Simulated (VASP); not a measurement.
The system is CoO.

```
CELL_PARAMETERS angstrom
0.00000 2.13150 2.13150
2.13150 0.00000 2.13150
2.13150 2.13150 0.00000
ATOMIC_POSITIONS crystal
Co 0.00000 0.00000 0.00000
O 0.50000 0.50000 0.50000
```

Base run:

| Quantity | Value |
| --- | --- |
| Program | VASP 6.6.1 |
| Functional | RPBE |
| Dispersion | D4 |
| Potentials or basis | VASP PAW PBE potentials, release 64 (Co_sv, O) |
| Cutoff | 600 eV |
| k mesh | 10 × 10 × 10 |
| Occupations | gaussian, width 0.05 eV |
| Spin | collinear spin, ferromagnetic start |
| Starting moments | [2.86, 0.0] μB |
| Hubbard terms | Co d U = 3.3 eV |

Its results: band gap on the k mesh zero (filled and empty bands overlap); pressure -3.8 GPa; net moment 3.00 μB per cell; site moments Co +2.70; O +0.25 μB.

Task: The run is repeated on the same cell with these changes: potentials or basis from VASP PAW PBE potentials, release 64 (Co_sv, O) to VASP PAW PBE potentials, release 64 (Co, O); cutoff from 600 eV to 520 eV; further incar settings from ALGO = Normal; EDIFF = 1e-06; NBANDS = 22 to ALGO = Normal; EDIFF = 1e-07; NBANDS = 18; valence electrons from 23 to 15. What comes out?

Result: Band gap on the k mesh zero (filled and empty bands overlap); pressure -2.9 GPa; net moment 3.00 μB per cell; site moments Co +2.74; O +0.26 μB.

Caveats: the PAW data sets were made with another functional, which shifts forces and pressure a little; a cell with one magnetic atom can't hold antiferromagnetic order, which such compounds often take; pairwise dispersion overbinds metals, which lowers pressure and volume.
